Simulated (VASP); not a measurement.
Si2Ni: single point with PBE

Si2Ni:

```
CELL_PARAMETERS angstrom
2.72339 2.72339 0.00000
-2.72339 2.72339 0.00000
0.00000 0.00000 5.44679
ATOMIC_POSITIONS crystal
Si 0.00000 0.50000 0.75000
Si 0.50000 0.00000 0.75000
Si 0.50000 0.00000 0.25000
Si 0.00000 0.50000 0.25000
Ni 0.00000 0.00000 0.00000
Ni 0.50000 0.50000 0.50000
```

* Program: VASP 6.6.1
* Task: single point
* Functional: PBE
* Potentials or basis: VASP PAW PBE potentials, release 64 (Si, Ni)
* Cutoff: 520 eV
* k mesh: 10 × 10 × 8
* Occupations: gaussian, width 0.1 eV
* Spin: no spin polarisation
* Dipole correction: no
* Further INCAR settings: ALGO = Normal; EDIFF = 1e-07; NBANDS = 27

- Pressure: -0.3 GPa
- Band gap on the k mesh: zero (bands 18 and 19 overlap by 1.94 eV)

Levels at points of the mesh, in eV from the Fermi level:
```
           k point  band 16  band 17  band 18  band 19  band 20  band 21
(0.00, 0.00, 0.00)    -0.45    -0.43     1.49     1.70     1.70     1.70
(0.50, 0.00, 0.00)    -2.65    -1.07    -1.07     1.04     1.04     2.75
(0.50, 0.50, 0.00)    -3.29    -2.98    -2.98    -0.43    -0.43     1.49
(0.00, 0.00, 0.50)    -1.70    -1.61    -1.61    -0.44    -0.44     2.04
(0.50, 0.00, 0.50)    -1.36    -1.36    -1.36     1.78     1.78     1.82
(0.50, 0.50, 0.50)    -3.04    -2.32    -2.32     2.19     2.19     2.19
```

It took 120 s on 1 thread of Intel(R) Xeon(R) 6975P-C (Granite Rapids) (shared host), peak memory 0.32 GiB.

Spin polarisation is off, so any magnetic state and its effect on volume and gap are missing.
